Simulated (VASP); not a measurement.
# KH8O4F in VASP: a series of runs

KH8O4F is run at these levels: PBE+D3(BJ); tasks: single point.

Program: VASP 6.6.1. These are calculated values, not measurements. Logs are shortened: lines on timing, memory, paths and dates and some standing lists are left out, and cuts for length are marked.

## 1. The cell of the first run

The cell holds an amorphous packing of atoms, 14 atoms: a = 5.974 Å, b = 5.974 Å, c = 5.974 Å, α = 90.00°, β = 90.00°, γ = 90.00°.

## 2. Single point, PBE+D3(BJ)

Contents of INCAR:

```
ALGO = Normal ; EDIFF = 1E-6
ENCUT = 520 ; GGA = PE
GGA_COMPAT = False ; ISIF = 2
ISMEAR = -1 ; IVDW = 12
LASPH = True ; LCHARG = False
LREAL = False ; LWAVE = False
NBANDS = 37 ; NELM = 120
PREC = Accurate ; SIGMA = 0.05
```

Contents of KPOINTS:

```
k-points
0
Gamma
  1 1 1
```

Contents of POSCAR:

```
KH8O4F
1.0
    5.9739610000      0.0000000000      0.0000000000
    0.0000000000      5.9739610000      0.0000000000
    0.0000000000      0.0000000000      5.9739610000
O H K F
4 8 1 1
Direct
    0.1375971487      0.7180328094      0.5930905809
   -0.0465352887      0.1008710971      0.9566182304
    0.6115373033      0.6880527007      0.1257791941
    0.6550260372      0.9166280128      0.6460872443
   -0.0079176948      0.7666270336      0.5452998438
    0.2011228396      0.5698229366      0.5383362898
    0.1329101412      0.0934555816      0.9588278196
   -0.0702716338     -0.0342486334      0.8808561020
    0.4661563743      0.6034522154      0.1670415994
    0.6452168000      0.7926064465      0.2533662339
    0.6064150737      0.9096979374      0.8149199501
    0.5180817217      0.9475790016      0.5451659293
    0.8050772344      0.3990484705      0.6594452157
    0.2806178346      0.3749438605      0.4272542121
```

Potentials or basis: VASP PAW PBE potentials, release 64 (O, H, K_sv, F).

Run with:

```bash
$ cat potpaw_PBE.64/O/POTCAR potpaw_PBE.64/H/POTCAR potpaw_PBE.64/K_sv/POTCAR potpaw_PBE.64/F/POTCAR > POTCAR
$ mpirun -np 1 vasp_gam > vasp.out
```

OUTCAR:

```text
EDIFF = 1E-6
   ENCUT = 520
   GGA = PE
   ISIF = 2
   ISMEAR = -1
   IVDW = 12
   LASPH = True
   LREAL = False
   NELM = 120
   PREC = Accurate
 IVDW          = 12

 ion  position               nearest neighbor table
   1  0.138  0.718  0.593-   5 0.96   6 1.02  13 2.78
   2  0.953  0.101  0.957-   8 0.94   7 1.07  13 2.67
   3  0.612  0.688  0.126-  10 1.01   9 1.03
   4  0.655  0.917  0.646-  12 1.03  11 1.05
   5  0.992  0.767  0.545-   1 0.96
   6  0.201  0.570  0.538-   1 1.02
   7  0.133  0.093  0.959-   2 1.07
   8  0.930  0.966  0.881-   2 0.94
   9  0.466  0.603  0.167-   3 1.03
  10  0.645  0.793  0.253-   3 1.01
  11  0.606  0.910  0.815-   4 1.05
  12  0.518  0.948  0.545-   4 1.03
  13  0.805  0.399  0.659-   2 2.67   1 2.78
  14  0.281  0.375  0.427-

  LATTYP: Found a simple cubic cell.
 ALAT       =     5.9739610000

  Lattice vectors:

 A1 = (   5.9739610000,   0.0000000000,   0.0000000000)
 A2 = (   0.0000000000,   5.9739610000,   0.0000000000)
 A3 = (   0.0000000000,   0.0000000000,   5.9739610000)

Analysis of symmetry for initial positions (statically):
=====================================================================
 Subroutine PRICEL returns:
 Original cell was already a primitive cell.

 Routine SETGRP: Setting up the symmetry group for a
 simple cubic supercell.

 Subroutine GETGRP returns: Found  1 space group operations
 (whereof  1 operations were pure point group operations)
 out of a pool of 48 trial point group operations.

The static configuration has the point symmetry C_1 .

Analysis of symmetry for dynamics (positions and initial velocities):
=====================================================================
 Subroutine PRICEL returns:
 Original cell was already a primitive cell.

 Routine SETGRP: Setting up the symmetry group for a
 simple cubic supercell.

 Subroutine GETGRP returns: Found  1 space group operations
 (whereof  1 operations were pure point group operations)
 out of a pool of 48 trial point group operations.

The dynamic configuration has the point symmetry C_1 .

 Subroutine INISYM returns: Found  1 space group operations
 (whereof  1 operations are pure point group operations),
 and found     1 'primitive' translations
[... 104 lines left out ...]
   TEBEG  =    0.0;   TEEND  =   0.0 temperature during run
   PSTRESS=    0.0 pullay stress
   NELECT =      48.0000    total number of electrons
   NUPDOWN=      -1.0000    fix difference up-down
   EMIN   =  10.00;   EMAX   =-10.00  energy-range for DOS
   EFERMI =   0.00;   METHOD = LEGACY
   ISMEAR =    -1;   SIGMA  =   0.05  broadening in eV -4-tet -1-fermi 0-gaus
   EFERMI_NEDOS =   21; number of points for ismear=-14 and -15
   IALGO  =     38    algorithm
   IMIX   =      4    mixing-type and parameters
     AMIX     =   0.40;   BMIX     =  1.00
     AMIX_MAG =   1.60;   BMIX_MAG =  1.00
  volume/ion in A,a.u.               =      15.23       102.77
  Fermi-wavevector in a.u.,A,eV,Ry     =   0.995924  1.882023 13.495137  0.991865
  Thomas-Fermi vector in A             =   2.127977
   LORBIT       =      0    0 simple, 1 ext, 2 COOP (PROOUT), +10 PAW based schemes
   GGA     = PE    functional components
   LHFCALC =     F    Hartree Fock is set to
   AEXX    =    0.0000 exact exchange contribution
   IVDW    =    12    specifies the selected vdW correction
   LEPSILON=     F    determine dielectric tensor
   LRPA    =     F    only Hartree local field effects (RPA)
 non-spin polarized calculation
  energy-cutoff  :      520.00
  volume of cell :      213.20
 maximum number of plane-waves:      2872
 NGX is ok and might be reduce to    48
   NGX = 23   NGY = 23   NGZ = 23

 number of electron      47.9999998 magnetization

 Free energy of the ion-electron system (eV)
  ---------------------------------------------------
  ext. energy  EPLUGINS =         0.00000000
  ---------------------------------------------------
  free energy    TOTEN  =       -64.65301554 eV

  energy without entropy =      -64.65301554  energy(sigma->0) =      -64.65301554

 E-fermi :  -2.1295     XC(G=0):  -6.1315

 val. band max:       -3.3657440432   @ k =   0.0000   0.0000   0.0000
 cond. band min:      -0.1462982970   @ k =   0.0000   0.0000   0.0000
 fundamental gap:      3.2194457462
 Fermi energy:        -2.1294720085

 k-point     1 :       0.0000    0.0000    0.0000
  band No.  band energies     occupation
      1     -31.6113      2.00000
      2     -22.9393      2.00000
      3     -22.6352      2.00000
      4     -22.4496      2.00000
      5     -22.3708      2.00000
      6     -21.2245      2.00000
[... 28 lines left out ...]
     35       6.2360      0.00000
     36       6.3131      0.00000
 [bands above 36 left out]

------------------------ aborting loop because EDIFF is reached ----------------------------------------

 Edisp (eV)   -0.50807

 E8    (eV) :    -0.1501

  FORCE on cell =-STRESS in cart. coord.  units (eV):
  Direction    XX          YY          ZZ          XY          YZ          ZX
  --------------------------------------------------------------------------------------
  -------------------------------------------------------------------------------------
  Total      -8.02840     0.49534    -5.71820     0.23875     1.59945     0.47461
  in kB     -60.33264     3.72242   -42.97169     1.79417    12.01973     3.56665
  external pressure =      -33.19 kB  Pullay stress =        0.00 kB

 VOLUME and BASIS-vectors are now :
 -----------------------------------------------------------------------------
  energy-cutoff  :      520.00
  volume of cell :      213.20
      direct lattice vectors                 reciprocal lattice vectors
     5.973961000  0.000000000  0.000000000     0.167393125  0.000000000  0.000000000
     0.000000000  5.973961000  0.000000000     0.000000000  0.167393125  0.000000000
     0.000000000  0.000000000  5.973961000     0.000000000  0.000000000  0.167393125

 POSITION                                       TOTAL-FORCE (eV/Angst)
 -----------------------------------------------------------------------------------
      0.82200      4.28950      3.54310         0.334746      1.178187      1.562561
      5.69596      0.60260      5.71480         4.100821      1.439919      1.075726
      3.65330      4.11040      0.75140        -1.282107     -0.098447      0.955504
      3.91310      5.47590      3.85970        -1.921888      0.460533      0.792372
      5.92666      4.57980      3.25760        -0.115005     -0.075710     -0.618412
      1.20150      3.40410      3.21600        -0.150638     -0.644782     -1.121151
      0.79400      0.55830      5.72800        -3.337128      0.467286      0.285594
      5.55416      5.76936      5.26220        -0.464501     -1.962970     -1.145614
      2.78480      3.60500      0.99790         1.678999      1.013803      0.063696
      3.85450      4.73500      1.51360        -0.456695     -1.102080     -1.074090
      3.62270      5.43450      4.86830         0.073736     -0.176277     -2.716492
      3.09500      5.66080      3.25680         1.238022     -0.400215      2.012393
      4.80950      2.38390      3.93950        -0.081787     -0.117435     -0.124762
      1.67640      2.23990      2.55240         0.383424      0.018189      0.052676
 -----------------------------------------------------------------------------------
    total drift:                                0.001248     -0.000489     -0.001000

  FREE ENERGIE OF THE ION-ELECTRON SYSTEM (eV)
  ---------------------------------------------------
  free  energy   TOTEN  =       -65.1610888379 eV

  energy  without entropy=      -65.1610888378  energy(sigma->0) =      -65.16108884
```

OSZICAR:

```text
N       E                     dE             d eps       ncg     rms          rms(c)
DAV:   1     0.397739960265E+03    0.39774E+03   -0.24814E+04    74   0.117E+03
DAV:   2    -0.357218511677E+02   -0.43346E+03   -0.40818E+03   103   0.301E+02
DAV:   3    -0.710609275003E+02   -0.35339E+02   -0.35184E+02    87   0.906E+01
DAV:   4    -0.726575343617E+02   -0.15966E+01   -0.15946E+01   108   0.132E+01
DAV:   5    -0.726796304760E+02   -0.22096E-01   -0.22091E-01   108   0.155E+00    0.162E+01
DAV:   6    -0.650373950328E+02    0.76422E+01   -0.25743E+01    92   0.239E+01    0.655E+00
DAV:   7    -0.647942288891E+02    0.24317E+00   -0.81798E-01    92   0.485E+00    0.413E+00
DAV:   8    -0.646450418320E+02    0.14919E+00   -0.30390E-01    92   0.349E+00    0.534E-01
DAV:   9    -0.646487935110E+02   -0.37517E-02   -0.36716E-02   100   0.923E-01    0.323E-01
DAV:  10    -0.646533468629E+02   -0.45534E-02   -0.76056E-03    84   0.501E-01    0.132E-01
DAV:  11    -0.646531410638E+02    0.20580E-03   -0.12677E-03   108   0.233E-01    0.521E-02
DAV:  12    -0.646530512300E+02    0.89834E-04   -0.27452E-04    84   0.108E-01    0.354E-02
DAV:  13    -0.646530167902E+02    0.34440E-04   -0.73742E-05    92   0.563E-02    0.789E-03
DAV:  14    -0.646530157381E+02    0.10521E-05   -0.11430E-05    92   0.180E-02    0.492E-03
DAV:  15    -0.646530155363E+02    0.20181E-06   -0.22080E-06    76   0.905E-03
   1 F= -.65161089E+02 E0= -.65161089E+02  d E =-.487581E-10
```

stdout:

```text
POSCAR found type information on POSCAR O H K F
 POSCAR found :  4 types and      14 ions
 scaLAPACK will be used
 LDA part: xc-table for (Slater+PW92), standard interpolation
 POSCAR, INCAR and KPOINTS ok, starting setup
 FFT: planning ... GRIDC
 FFT: planning ... GRID_SOFT
 FFT: planning ... GRID
 WAVECAR not read
 entering main loop
```

It took 19 s on 1 thread of Intel Xeon 6975P-C, shared host; peak memory 0.32 GiB.

Results:

* Free energy: -65.1611 eV
* Pressure: -3.3 GPa
* Largest force: 4.477 eV/Å
* Band gap on the k mesh: 3.22 eV
* Dispersion energy per atom: -0.036 eV

Forces on the atoms (eV/Å):
```
O    0.335  1.178  1.563
O    4.101  1.440  1.076
O   -1.282 -0.098  0.956
O   -1.922  0.461  0.792
H   -0.115 -0.076 -0.618
H   -0.151 -0.645 -1.121
H   -3.337  0.467  0.286
H   -0.465 -1.963 -1.146
H    1.679  1.014  0.064
H   -0.457 -1.102 -1.074
H    0.074 -0.176 -2.716
H    1.238 -0.400  2.012
K   -0.082 -0.117 -0.125
F    0.383  0.018  0.053
```

Levels at points of the mesh, in eV from the valence-band top:
```csv
k point,band 20,band 21,band 22,band 23,band 24,band 25,band 26,band 27,band 28,band 29
"(0.00, 0.00, 0.00)",-1.57,-0.69,-0.23,-0.19,0.00,3.22,6.44,6.92,7.53,7.74
```

Caveat: the k points lie up to 1.05 Å⁻¹ apart.

## 3. Single point, PBE+D3(BJ)

Contents of INCAR:

```
  PREC = Accurate
  ENCUT = 520
  EDIFF = 1E-6
  ISMEAR = -1
  SIGMA = 0.05
  LREAL = F
  LASPH = T
  NELM = 120
  ALGO = Normal
  ISIF = 2
  LWAVE = F
  LCHARG = F
  GGA = PE
  IVDW = 12
  NBANDS = 37
  GGA_COMPAT = F
```

Contents of KPOINTS:

```
regular mesh
0
Gamma
  1 1 1
```

Contents of POSCAR:

```
KH8O4F
1.0
    5.9739610000      0.0000000000      0.0000000000
    0.0000000000      5.9739610000      0.0000000000
    0.0000000000      0.0000000000      5.9739610000
O H K F
4 8 1 1
Direct
    0.1834461256      0.7371658436      0.6326790550
   -0.0164212656      0.0960669144      1.0082422701
    0.7021472018      0.7307881655      0.0654507118
    0.5858591979      1.0963747504      0.6417182837
    0.1700379363      0.7709457762      0.4572677994
    0.1711594702      0.5827289465      0.6237402621
    0.0254772336      0.1286248772      1.1607876248
    0.1058091943      0.0065283319      0.9481313989
    0.5766358368      0.6994354332      0.1532316666
    0.7810897995      0.8336345015      0.1458663691
    0.6907812086      0.9743953802      0.7161914850
    0.4421522002      1.0181184644      0.6558797421
    0.8678663955      0.3978097614      0.6672289960
    0.2364427890      0.3570997534      0.4602139184
```

Potentials or basis: VASP PAW PBE potentials, release 64 (O, H, K_sv, F).

Run with:

```bash
$ cat potpaw_PBE.64/O/POTCAR potpaw_PBE.64/H/POTCAR potpaw_PBE.64/K_sv/POTCAR potpaw_PBE.64/F/POTCAR > POTCAR
$ mpirun -np 1 vasp_gam > vasp.out
```

Wall time 23 s (1 thread of Intel Xeon 6975P-C, shared host); peak memory 0.32 GiB.

It converged, with:

```yaml
Free_energy: -64.7377 eV
Pressure: 0.7 GPa
Largest_force: 5.599 eV/Å
Band_gap_on_the_k_mesh: 3.05 eV
Dispersion_energy_per_atom: -0.035 eV
```

Forces on the atoms (eV/Å):
```
O   -0.586  4.855 -2.727
O   -0.070 -0.222 -0.304
O   -0.449 -2.354 -2.885
O    1.542 -2.985  1.323
H    0.411 -0.518  3.332
H    1.223 -3.487 -0.665
H    0.481  0.587  0.537
H    0.056 -0.077 -0.128
H   -1.849 -0.704  1.061
H    2.081  2.784  1.547
H   -1.654  1.952 -0.910
H   -0.003  0.411 -0.311
K   -0.509 -0.015  0.271
F   -0.673 -0.228 -0.144
```

Stress tensor (GPa, compression positive):
```
 1.71  3.35 -0.37
 3.35  3.37  1.72
-0.37  1.72 -2.86
```

Levels at points of the mesh, in eV from the valence-band top:
```tsv
k point	band 21	band 22	band 23	band 24	band 25	band 26	band 27	band 28
(0.00, 0.00, 0.00)	-1.44	-0.21	-0.06	0.00	3.05	6.18	6.82	6.89
```

Caveat: the k points lie up to 1.05 Å⁻¹ apart.

## 4. Single point, PBE+D3(BJ)

Contents of INCAR:

```
ALGO = Normal
EDIFF = 1E-6
ENCUT = 520
GGA = PE
GGA_COMPAT = False
ISIF = 2
ISMEAR = -1
IVDW = 12
LASPH = True
LCHARG = False
LREAL = False
LWAVE = False
NBANDS = 37
NELM = 120
PREC = Accurate
SIGMA = 0.05
```

Contents of KPOINTS:

```
k-points
0
Gamma
  1 1 1
```

Contents of POSCAR:

```
KH8O4F
1.0
    5.9739610000      0.0000000000      0.0000000000
    0.0000000000      5.9739610000      0.0000000000
    0.0000000000      0.0000000000      5.9739610000
O H K F
4 8 1 1
Direct
    0.2759810451      0.8698583737      0.6383536819
    0.0842154812      0.2022443735      1.1411858899
    0.8022650299      0.7081063971      0.0999169563
    0.5740412433      1.1975638944      0.5129594920
    0.1485948770      0.8974280214      0.5243254852
    0.3963367019      0.8256833280      0.5611687120
    0.0846841819      0.2751440794      1.2910696940
    0.2477250856      0.1157858245      1.1543764681
    0.6885883587      0.7185852067      0.2038848262
    0.8869659511      0.8288470581      0.1572658409
    0.4310372967      1.2308583869      0.6275400861
    0.5691701034      1.3407184948      0.4214456706
    0.9210806699      0.4700733734      0.7374504119
    0.1850028817      0.3773878002      0.4481783527
```

Run with:

```bash
$ cat potpaw_PBE.64/O/POTCAR potpaw_PBE.64/H/POTCAR potpaw_PBE.64/K_sv/POTCAR potpaw_PBE.64/F/POTCAR > POTCAR
$ mpirun -np 1 vasp_gam > vasp.out
```

It took 21 s on 1 thread of Intel Xeon 6975P-C, shared host; peak memory 0.32 GiB.

It converged, with:

```
Free energy                : -64.1390 eV
Pressure                   : 0.6 GPa
Largest force              : 6.725 eV/Å
Band gap on the k mesh     : 2.83 eV
Dispersion energy per atom : -0.036 eV
```

Forces on the atoms (eV/Å):
```
O   -6.286  1.667  1.715
O    2.624 -4.143 -2.660
O    1.019 -0.900 -1.569
O   -1.871  2.194  1.855
H    2.144 -0.251  1.405
H    3.873 -1.377 -2.852
H    0.443  0.626  0.596
H   -3.709  2.008 -0.470
H   -2.823 -0.370  1.610
H    1.743  1.691 -0.134
H    2.580 -0.839 -2.935
H   -0.315 -1.633  0.709
K    0.138 -0.238  0.474
F    0.440  1.565  2.256
```

Stress tensor (GPa, compression positive):
```
-0.76  2.03 -1.46
 2.03 -0.24  3.58
-1.46  3.58  2.67
```

Levels at points of the mesh, in eV from the valence-band top:
| k point | band 21 | band 22 | band 23 | band 24 | band 25 | band 26 | band 27 | band 28 |
| --- | --- | --- | --- | --- | --- | --- | --- | --- |
| (0.00, 0.00, 0.00) | -1.15 | -0.75 | -0.41 | 0.00 | 2.83 | 5.94 | 6.24 | 6.62 |

Caveat: the k points lie up to 1.05 Å⁻¹ apart.
